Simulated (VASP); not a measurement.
# In3Se (P4/mmm) in VASP: further runs, part 2 of 2

VASP 6.6.1. Earlier steps stand in the parts before.

### Step 4. Single point, PBE+D3(BJ) (strain +0.0450 x Voigt [1, 0, 0, 0, 0, 0])

Contents of INCAR:

```
SYSTEM = In3Se
  ALGO = Normal
  EDIFF = 1E-6
  ENCUT = 520
  GGA = PE
  ISIF = 2
  ISMEAR = 0
  IVDW = 12
  LASPH = .TRUE.
  LCHARG = .FALSE.
  LREAL = .FALSE.
  LWAVE = .FALSE.
  NBANDS = 30
  NELM = 60
  PREC = Accurate
  SIGMA = 0.15
```

Contents of KPOINTS:

```
k-points
0
G
  10 10 10
  0 0 0
```

Contents of POSCAR:

```
In3Se
1.0
    4.9124372387      0.0000000000      0.0000000000
    0.0000000000      4.7008968791      0.0000000000
    0.0000000000      0.0000000000      4.7008968791
In Se
3 1
Direct
    0.0000000000      0.5000000000      0.5000000000
    0.5000000000      0.0000000000      0.5000000000
    0.5000000000      0.5000000000      0.0000000000
    0.0000000000      0.0000000000      0.0000000000
```

Potentials or basis: VASP PAW PBE potentials, release 64 (In_d, Se).

Command:

```console
$ cat potpaw_PBE.64/In_d/POTCAR potpaw_PBE.64/Se/POTCAR > POTCAR
$ mpirun -np 1 vasp_std > vasp.out
```

OUTCAR:

```text
SYSTEM = In3Se
   EDIFF = 1E-6
   ENCUT = 520
   GGA = PE
   ISIF = 2
   ISMEAR = 0
   IVDW = 12
   LASPH = .TRUE.
   LREAL = .FALSE.
   NELM = 60
   PREC = Accurate
 IVDW          = 12

 ion  position               nearest neighbor table
   1  0.000  0.500  0.500-   4 3.32   4 3.32   4 3.32   4 3.32   3 3.40   2 3.40   2 3.40   3 3.40
                             2 3.40   3 3.40   3 3.40   2 3.40
   2  0.500  0.000  0.500-   3 3.32   3 3.32   3 3.32   3 3.32   4 3.40   1 3.40   4 3.40   1 3.40
                             1 3.40   4 3.40   4 3.40   1 3.40
   3  0.500  0.500  0.000-   2 3.32   2 3.32   2 3.32   2 3.32   1 3.40   4 3.40   4 3.40   1 3.40
                             1 3.40   4 3.40   1 3.40   4 3.40
   4  0.000  0.000  0.000-   1 3.32   1 3.32   1 3.32   1 3.32   2 3.40   3 3.40   3 3.40   2 3.40
                             2 3.40   3 3.40   2 3.40   3 3.40

  LATTYP: Found a simple tetragonal cell.
 ALAT       =     4.7008968791
 C/A-ratio  =     1.0450000000

  Lattice vectors:

 A1 = (   0.0000000000,   4.7008968791,   0.0000000000)
 A2 = (   0.0000000000,   0.0000000000,   4.7008968791)
 A3 = (   4.9124372387,   0.0000000000,   0.0000000000)

Analysis of symmetry for initial positions (statically):
=====================================================================
 Subroutine PRICEL returns:
 Original cell was already a primitive cell.

 Routine SETGRP: Setting up the symmetry group for a
 simple tetragonal supercell.

 Subroutine GETGRP returns: Found 16 space group operations
 (whereof 16 operations were pure point group operations)
 out of a pool of 16 trial point group operations.

The static configuration has the point symmetry D_4h.

Analysis of symmetry for dynamics (positions and initial velocities):
=====================================================================
 Subroutine PRICEL returns:
 Original cell was already a primitive cell.

[... 130 lines left out ...]
     AMIX     =   0.40;   BMIX     =  1.00
     AMIX_MAG =   1.60;   BMIX_MAG =  1.00
  volume/ion in A,a.u.               =      27.14       183.14
  Fermi-wavevector in a.u.,A,eV,Ry     =   1.220655  2.306703 20.272654  1.489998
  Thomas-Fermi vector in A             =   2.355865
   LORBIT       =      0    0 simple, 1 ext, 2 COOP (PROOUT), +10 PAW based schemes
   GGA     = PE    functional components
   LHFCALC =     F    Hartree Fock is set to
   AEXX    =    0.0000 exact exchange contribution
   IVDW    =    12    specifies the selected vdW correction
   LEPSILON=     F    determine dielectric tensor
   LRPA    =     F    only Hartree local field effects (RPA)
 non-spin polarized calculation
 Gauss-broadening in eV      SIGMA  =   0.15
  energy-cutoff  :      520.00
  volume of cell :      108.56
 maximum number of plane-waves:      2955
 NGX is ok and might be reduce to    40
   NGX = 19   NGY = 17   NGZ = 17

 number of electron      45.0000009 magnetization

 Free energy of the ion-electron system (eV)
  ---------------------------------------------------
  ext. energy  EPLUGINS =         0.00000000
  ---------------------------------------------------
  free energy    TOTEN  =       -11.68734983 eV

  energy without entropy =      -11.67063695  energy(sigma->0) =      -11.67899339

 E-fermi :   6.1467     XC(G=0):  -9.8367

 val. band max:        6.1307022829   @ k =   0.2000   0.4000   0.2000
 cond. band min:       6.1557338191   @ k =   0.4000   0.5000   0.0000
 fundamental gap:      0.0250315362
 Fermi energy:         6.1466583085

 k-point     1 :       0.0000    0.0000    0.0000
  band No.  band energies     occupation
      1      -8.6678      2.00000
      2      -8.6442      2.00000
      3      -8.6209      2.00000
      4      -8.6209      2.00000
      5      -8.5365      2.00000
      6      -8.4871      2.00000
[... 781 lines left out ...]
     29      10.4044      0.00000
     30      12.2926      0.00000

 [... further k-points ...]

------------------------ aborting loop because EDIFF is reached ----------------------------------------

 Edisp (eV)   -1.30110

 E8    (eV) :    -0.6222

  FORCE on cell =-STRESS in cart. coord.  units (eV):
  Direction    XX          YY          ZZ          XY          YZ          ZX
  --------------------------------------------------------------------------------------
  -------------------------------------------------------------------------------------
  Total      -1.18004    -1.00412    -1.00412     0.00000     0.00000    -0.00000
  in kB     -17.41595   -14.81962   -14.81962     0.00000     0.00000    -0.00000
  external pressure =      -15.69 kB  Pullay stress =        0.00 kB

 VOLUME and BASIS-vectors are now :
 -----------------------------------------------------------------------------
  energy-cutoff  :      520.00
  volume of cell :      108.56
      direct lattice vectors                 reciprocal lattice vectors
     4.912437239  0.000000000  0.000000000     0.203564942  0.000000000  0.000000000
     0.000000000  4.700896879  0.000000000     0.000000000  0.212725364  0.000000000
     0.000000000  0.000000000  4.700896879     0.000000000  0.000000000  0.212725364

 POSITION                                       TOTAL-FORCE (eV/Angst)
 -----------------------------------------------------------------------------------
      0.00000      2.35045      2.35045         0.000000      0.000000      0.000000
      2.45622      0.00000      2.35045         0.000000      0.000000      0.000000
      2.45622      2.35045      0.00000         0.000000      0.000000      0.000000
      0.00000      0.00000      0.00000         0.000000      0.000000      0.000000
 -----------------------------------------------------------------------------------
    total drift:                               -0.000000      0.000000     -0.000000

  FREE ENERGIE OF THE ION-ELECTRON SYSTEM (eV)
  ---------------------------------------------------
  free  energy   TOTEN  =       -12.9884527746 eV

  energy  without entropy=      -12.9717398937  energy(sigma->0) =      -12.98009633
```

Run time: 9.5 min. Hardware: 1 thread of Intel Xeon 8259CL, shared host; peak memory 0.47 GiB.

What came out:

```yaml
Free_energy: -12.9885 eV
Pressure: -1.6 GPa
Band_gap_on_the_k_mesh: zero (an odd number of electrons rules out a gap without spin polarisation)
Dispersion_energy_per_atom: -0.325 eV
```

Stress tensor (GPa, compression positive):
```
-1.74  0.00  0.00
 0.00 -1.48  0.00
 0.00  0.00 -1.48
```

Caveat: the cell differs from its parent crystal (strain +0.0450 x Voigt [1, 0, 0, 0, 0, 0]); spin-orbit coupling is left out, which moves the levels of the heavy elements.

### Step 5. The runs side by side

| cell | gap on the mesh (eV) | pressure (GPa) |
| --- | --- | --- |
| a = 4.771, b = 4.701, c = 4.701 Å, 4 atoms | none | -0.6 |
| a = 4.842, b = 4.701, c = 4.701 Å, 4 atoms | none | -1.1 |
| a = 4.912, b = 4.701, c = 4.701 Å, 4 atoms | none | -1.6 |

Alike in all rows: task single point; level PBE+D3(BJ); potentials or basis VASP PAW PBE potentials, release 64 (In_d, Se); no spin polarisation; k mesh 10 × 10 × 10; cutoff (eV) 520; smearing gaussian 0.15 eV.

Caveats: spin-orbit coupling is left out, which moves the levels of the heavy elements.

Absolute energies hang on the potentials; compare differences alone.

The gap in the log of VASP goes by the Fermi energy; the results here count the filled bands.